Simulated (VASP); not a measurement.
# In2O3 in VASP: single point with r2SCAN

Aim: the single point of In2O3 with r2SCAN.

All numbers are computed with VASP 6.6.1; they aren't measurements. Logs are shortened: lines on timing, memory, paths and dates and some standing lists are left out, and cuts for length are marked.

## Step 1: The cell of the first run

The cell holds an amorphous packing of atoms, 10 atoms: a = 5.934 Å, b = 4.757 Å, c = 5.321 Å, α = 89.69°, β = 98.11°, γ = 104.52°.

## Step 2: Single point, r2SCAN

Input file POSCAR:

```
In2O3
1.0
    5.8655470000     -0.7202860000     -0.5425680000
   -0.6556450000      4.7027180000     -0.2873530000
   -0.2291340000      0.3211880000      5.3059660000
In O
4 6
Direct
    0.0975620000      0.4116730000      0.9709270000
    0.8971620000      0.8542570000      0.1865440000
    0.2970410000      0.1673290000      0.5675640000
    0.4349470000      0.9874420000      0.0911980000
    0.3440470000      0.6928150000      0.6929470000
    0.1096430000      0.5409860000      0.4152240000
    0.7949750000      0.5151110000      0.5200790000
    0.6846300000      0.1053570000      0.5055990000
    0.6707920000      0.7682520000      0.7026430000
    0.6824080000      0.3285340000      0.8163200000
```

Input file INCAR.step1:

```
PREC = Accurate
ENCUT = 520
ISMEAR = -1
SIGMA = 0.1173
LREAL = False
LASPH = True
NELM = 100
NBANDS = 55
GGA = PE
ALGO = Normal
EDIFF = 1E-4
LWAVE = True
LCHARG = False
```

Input file INCAR.step2:

```
PREC = Accurate
ENCUT = 520
EDIFF = 1E-6
ISMEAR = -1
SIGMA = 0.1173
LREAL = False
LASPH = True
NELM = 100
ALGO = Normal
ISIF = 2
LWAVE = False
LCHARG = False
METAGGA = R2SCAN
LMIXTAU = True
NBANDS = 55
ISTART = 1
```

Input file KPOINTS:

```
Automatic mesh
0
Gamma
  3 4 4
  0 0.5 0.5
```

Potentials or basis: VASP PAW PBE potentials, release 64 (In_d, O).

On the command line:

```
> cat potpaw_PBE.64/In_d/POTCAR potpaw_PBE.64/O/POTCAR > POTCAR
> cp INCAR.step1 INCAR
> mpirun -np 1 vasp_std > vasp.out
> cp INCAR.step2 INCAR
> mpirun -np 1 vasp_std > vasp.out
```

OUTCAR:

```text
PREC = Accurate
   ENCUT = 520
   EDIFF = 1E-6
   ISMEAR = -1
   LREAL = False
   LASPH = True
   NELM = 100
   ISIF = 2
   METAGGA = R2SCAN
   ISTART = 1

 ion  position               nearest neighbor table
   1  0.098  0.412  0.971-   5 2.39  10 2.42   6 2.43   7 2.90   2 2.92   3 2.97   4 2.97   2 2.97
                             4 3.18   3 3.52
   2  0.897  0.854  0.187-   6 2.40   7 2.43   8 2.70   9 2.71   1 2.92   4 2.94   1 2.97   3 2.98
                             4 3.21
   3  0.297  0.167  0.568-   6 2.40  10 2.42   5 2.42   8 2.46   5 2.53   4 2.96   1 2.97   4 2.97
                             2 2.98   6 2.98   1 3.52
   4  0.435  0.987  0.091-   8 2.46   5 2.46  10 2.51   2 2.94   3 2.96   1 2.97   3 2.97   9 2.98
                             1 3.18   2 3.21
   5  0.344  0.693  0.693-   9 1.87   6 1.89   1 2.39   3 2.42   4 2.46   3 2.53
   6  0.110  0.541  0.415-   5 1.89   3 2.40   2 2.40   1 2.43   3 2.98
   7  0.795  0.515  0.520-   8 1.89   9 1.90  10 1.92   2 2.43   1 2.90
   8  0.685  0.105  0.506-   7 1.89   9 1.90   3 2.46   4 2.46   2 2.70
   9  0.671  0.768  0.703-   5 1.87   7 1.90   8 1.90   2 2.71   4 2.98
  10  0.682  0.329  0.816-   7 1.92   1 2.42   3 2.42   4 2.51

  LATTYP: Found a triclinic cell.
 ALAT       =     5.3206145617
 B/A-ratio  =     1.5996055297
 C/A-ratio  =     1.4960981627
 COS(alpha) =     0.0044904283
 COS(beta)  =     0.5664481271
 COS(gamma) =     0.7235172546

  Lattice vectors:

 A1 = (   0.2291340000,  -0.3211880000,  -5.3059660000)
 A2 = (   6.0946810000,  -1.0414740000,  -5.8485340000)
 A3 = (  -4.9807680000,  -4.3036200000,  -4.4760450000)

Analysis of symmetry for initial positions (statically):
=====================================================================
 Subroutine PRICEL returns:
 Original cell was already a primitive cell.

 Routine SETGRP: Setting up the symmetry group for a
 triclinic supercell.

 Subroutine GETGRP returns: Found  1 space group operations
 (whereof  1 operations were pure point group operations)
 out of a pool of  2 trial point group operations.

The static configuration has the point symmetry C_1 .

Analysis of symmetry for dynamics (positions and initial velocities):
=====================================================================
 Subroutine PRICEL returns:
 Original cell was already a primitive cell.

 Routine SETGRP: Setting up the symmetry group for a
 triclinic supercell.

 Subroutine GETGRP returns: Found  1 space group operations
 (whereof  1 operations were pure point group operations)
 out of a pool of  2 trial point group operations.

The dynamic configuration has the point symmetry C_1 .

 Subroutine INISYM returns: Found  1 space group operations
 (whereof  1 operations are pure point group operations),
 and found     1 'primitive' translations

----------------------------------------------------------------------------------------

                                     Primitive cell

  volume of cell :     143.8776

  direct lattice vectors                    reciprocal lattice vectors
     5.865547000 -0.720286000 -0.542568000     0.174069844  0.024636717  0.006025727
    -0.655645000  4.702718000 -0.287353000     0.025351729  0.215447479 -0.011946967
    -0.229134000  0.321188000  5.305966000     0.019172686  0.014187157  0.188436256

  length of vectors
     5.934461523  4.756889604  5.320614562     0.175907895  0.217262644  0.189939701

  position of ions in fractional coordinates (direct lattice)
     0.097562000  0.411673000  0.970927000
     0.897162000  0.854257000  0.186544000
     0.297041000  0.167329000  0.567564000
     0.434947000  0.987442000  0.091198000
     0.344047000  0.692815000  0.692947000
     0.109643000  0.540986000  0.415224000
     0.794975000  0.515111000  0.520079000
     0.684630000  0.105357000  0.505599000
     0.670792000  0.768252000  0.702643000
     0.682408000  0.328534000  0.816320000

  ion indices of the primitive-cell ions
   primitive index   ion index
                 1           1
                 2           2
                 3           3
                 4           4
                 5           5
                 6           6
                 7           7
                 8           8
                 9           9
                10          10

----------------------------------------------------------------------------------------

 KPOINTS: Automatic mesh

Automatic generation of k-mesh.
 Grid dimensions read from file:
 generate k-points for:    3    4    4

 Generating k-lattice:

  Cartesian coordinates                     Fractional coordinates (reciprocal lattice)
     0.058023281  0.008212239  0.002008576     0.333333333  0.000000000  0.000000000
     0.006337932  0.053861870 -0.002986742     0.000000000  0.250000000 -0.000000000
     0.004793172  0.003546789  0.047109064     0.000000000  0.000000000  0.250000000

  Length of vectors
     0.058635965  0.054315661  0.047484925

  Shift w.r.t. Gamma in fractional coordinates (k-lattice)
     0.000000000  0.500000000  0.500000000

 Subroutine IBZKPT returns following result:
 ===========================================

 Found     24 irreducible k-points:

 Following reciprocal coordinates:
            Coordinates               Weight
  0.000000  0.125000  0.125000      2.000000
  0.333333  0.125000  0.125000      2.000000
 -0.333333  0.125000  0.125000      2.000000
  0.000000  0.375000  0.125000      2.000000
  0.333333  0.375000  0.125000      2.000000
 -0.333333  0.375000  0.125000      2.000000
[... 16 lines left out ...]
  0.333333 -0.125000  0.375000      2.000000
 -0.333333 -0.125000  0.375000      2.000000
   k-points           NKPTS =     24   k-points in BZ     NKDIM =     24   number of bands    NBANDS=     55
   number of dos      NEDOS =    301   number of ions     NIONS =     10
   total plane-waves  NPLWV =  69120
   dimension x,y,z NGX =    48 NGY =   36 NGZ =   40
   dimension x,y,z NGXF=    96 NGYF=   72 NGZF=   80
   ions per type =               4   6
   NGX,Y,Z   is equivalent  to a cutoff of  13.45, 12.58, 12.50 a.u.
   NGXF,Y,Z  is equivalent  to a cutoff of  26.89, 25.16, 25.00 a.u.
 SYSTEM =  unknown system
   PREC   = accura    normal or accurate (medium, high low for compatibility)
   ISTART =      1    job   : 0-new  1-cont  2-samecut
   ICHARG =      0    charge: 1-file 2-atom 10-const
   ISPIN  =      1    spin polarized calculation?
   LNONCOLLINEAR =      F non collinear calculations
   LSORBIT =      F    spin-orbit coupling
   LASPH  =      T    aspherical Exc in radial PAW
   ENCUT  =  520.0 eV  38.22 Ry    6.18 a.u.  11.03  8.84  9.89*2*pi/ulx,y,z
   NELM   =    100;   NELMIN=  2; NELMDL=  0     # of ELM steps
   EDIFF  = 0.1E-05   stopping-criterion for ELM
   LREAL  =      F    real-space projection
   EDIFFG = 0.1E-04   stopping-criterion for IOM
   NSW    =      0    number of steps for IOM
   IBRION =     -1    ionic relax: 0-MD 1-quasi-New 2-CG
   NFREE  =      0    steps in history (QN), initial steepest desc. (CG)
   ISIF   =      2    stress and relaxation
   ISYM   =      2    0-nonsym 1-usesym 2-fastsym
   POTIM  = 0.5000    time-step for ionic-motion
   TEBEG  =    0.0;   TEEND  =   0.0 temperature during run
   PSTRESS=    0.0 pullay stress
   NELECT =      88.0000    total number of electrons
   NUPDOWN=      -1.0000    fix difference up-down
   EMIN   =  10.00;   EMAX   =-10.00  energy-range for DOS
   EFERMI =   0.00;   METHOD = LEGACY
   ISMEAR =    -1;   SIGMA  =   0.12  broadening in eV -4-tet -1-fermi 0-gaus
   EFERMI_NEDOS =   21; number of points for ismear=-14 and -15
   IALGO  =     38    algorithm
   IMIX   =      4    mixing-type and parameters
     AMIX     =   0.40;   BMIX     =  1.00
     AMIX_MAG =   1.60;   BMIX_MAG =  1.00
  volume/ion in A,a.u.               =      14.39        97.09
  Fermi-wavevector in a.u.,A,eV,Ry     =   1.389647  2.626053 26.274483  1.931120
  Thomas-Fermi vector in A             =   2.513658
   LORBIT       =      0    0 simple, 1 ext, 2 COOP (PROOUT), +10 PAW based schemes
   METAGGA = R2SCAN    functional components
   LHFCALC =     F    Hartree Fock is set to
   AEXX    =    0.0000 exact exchange contribution
   IVDW    =     0    specifies the selected vdW correction
   LEPSILON=     F    determine dielectric tensor
   LRPA    =     F    only Hartree local field effects (RPA)
 non-spin polarized calculation
  energy-cutoff  :      520.00
  volume of cell :      143.88
 maximum number of plane-waves:      3891
 NGX is ok and might be reduce to    48
   NGX = 23   NGY = 17   NGZ = 19

 number of electron      88.0000000 magnetization

 Free energy of the ion-electron system (eV)
  ---------------------------------------------------
  ext. energy  EPLUGINS =         0.00000000
  ---------------------------------------------------
  free energy    TOTEN  =      -121.44545227 eV

  energy without entropy =     -121.21487726  energy(sigma->0) =     -121.33016476

 E-fermi :   6.2911     XC(G=0): -11.5114

 val. band max:        6.2869738832   @ k =   0.3333   0.3750   0.1250
 cond. band min:       6.2925034977   @ k =  -0.3333   0.1250   0.1250
 fundamental gap:      0.0055296145
 Fermi energy:         6.2911151038

 k-point     1 :       0.0000    0.1250    0.1250
  band No.  band energies     occupation
      1     -15.5951      2.00000
      2     -14.1273      2.00000
      3     -13.1131      2.00000
      4     -12.1901      2.00000
      5     -11.7257      2.00000
      6     -10.9175      2.00000
[... 47 lines left out ...]
     54      12.3439      0.00000
     55      12.5996      0.00000

 k-point     2 :       0.3333    0.1250    0.1250
  band No.  band energies     occupation
      1     -15.4479      2.00000
      2     -14.5527      2.00000
      3     -12.6562      2.00000
      4     -12.2305      2.00000
      5     -11.7076      2.00000
      6     -11.0682      2.00000
[... 47 lines left out ...]
     54      12.0214      0.00000
     55      12.6363      0.00000

 k-point     3 :      -0.3333    0.1250    0.1250
  band No.  band energies     occupation
      1     -15.4980      2.00000
      2     -14.4076      2.00000
      3     -12.9946      2.00000
      4     -12.0096      2.00000
      5     -11.5225      2.00000
      6     -11.2309      2.00000
[... 1152 lines left out ...]
 k-point    23 :       0.3333   -0.1250    0.3750
  band No.  band energies     occupation
      1     -15.4742      2.00000
      2     -14.4037      2.00000
      3     -12.9918      2.00000
      4     -12.0581      2.00000
      5     -11.5178      2.00000
      6     -11.2081      2.00000
[... 47 lines left out ...]
     54      12.5067      0.00000
     55      13.5363      0.00000

 k-point    24 :      -0.3333   -0.1250    0.3750
  band No.  band energies     occupation
      1     -15.4329      2.00000
      2     -14.5330      2.00000
      3     -12.6600      2.00000
      4     -12.2655      2.00000
      5     -11.7139      2.00000
      6     -11.0468      2.00000
[... 47 lines left out ...]
     54      12.2802      0.00000
     55      12.7158      0.00000

------------------------ aborting loop because EDIFF is reached ----------------------------------------

  FORCE on cell =-STRESS in cart. coord.  units (eV):
  Direction    XX          YY          ZZ          XY          YZ          ZX
  --------------------------------------------------------------------------------------
  -------------------------------------------------------------------------------------
  Total        2.3374314      7.0072815      3.0636069     -0.3403824      1.3312394     -1.5609953
  in kB       26.0289221     78.0309467     34.1153909     -3.7903939     14.8242757    -17.3827671
  external PRESSURE =      46.0584199 kB  Pullay stress =       0.0000000 kB

 VOLUME and BASIS-vectors are now :
 -----------------------------------------------------------------------------
  energy-cutoff  :      520.00
  volume of cell :      143.88
      direct lattice vectors                 reciprocal lattice vectors
     5.865547000 -0.720286000 -0.542568000     0.174069844  0.024636717  0.006025727
    -0.655645000  4.702718000 -0.287353000     0.025351729  0.215447479 -0.011946967
    -0.229134000  0.321188000  5.305966000     0.019172686  0.014187157  0.188436256

 POSITION                                       TOTAL-FORCE (eV/Angst)
 -----------------------------------------------------------------------------------
      0.07987      2.17756      4.98048        -1.112062     -0.224094     -0.569885
      4.65951      3.43103      0.25755        -1.005928     -0.962923      0.922172
      1.50255      0.75524      2.80223         1.020667      0.559127      0.200788
      1.88289      4.35967     -0.03584         1.274125      0.733164     -0.330503
      1.40501      3.23287      3.29100         0.290726      0.409616      1.413598
      0.19328      2.59850      1.98822        -0.436323     -0.595113     -2.195364
      4.20607      2.01686      2.18017         0.204598      1.695990     -1.380389
      3.83080      0.16473      2.28096         0.399972     -2.383988     -1.349749
      3.26986      3.35539      3.14349         0.276633      0.934094     -0.700433
      3.60025      1.31567      3.86671        -0.912408     -0.165872      3.989765
 -----------------------------------------------------------------------------------
    total drift:                               -0.000877      0.001907      0.000032

  FREE ENERGIE OF THE ION-ELECTRON SYSTEM (eV)
  ---------------------------------------------------
  free  energy   TOTEN  =      -121.4454522676 eV

  energy  without entropy=     -121.2148772596  energy(sigma->0) =     -121.33016476
```

Wall time 15 min (1 thread of Oxide Virtual Turin-like, shared host); peak memory 0.31 GiB.

What came out:

```yaml
Free_energy: -121.4455 eV
Pressure: 4.6 GPa
Largest_force: 4.096 eV/Å
Band_gap_on_the_k_mesh: zero (band 44 reaches 6.29 eV, above the bottom of band 45 at 6.26 eV)
```

Forces in eV/Å, atoms in the order of the input:
```
In  -1.112 -0.224 -0.570
In  -1.006 -0.963  0.922
In   1.021  0.559  0.201
In   1.274  0.733 -0.331
O    0.291  0.410  1.414
O   -0.436 -0.595 -2.195
O    0.205  1.696 -1.380
O    0.400 -2.384 -1.350
O    0.277  0.934 -0.700
O   -0.912 -0.166  3.990
```

Caveat: the k points lie up to 0.37 Å⁻¹ apart; the PAW data sets were made with another functional, which shifts forces and pressure a little; spin-orbit coupling is left out, which moves the levels of the heavy elements.
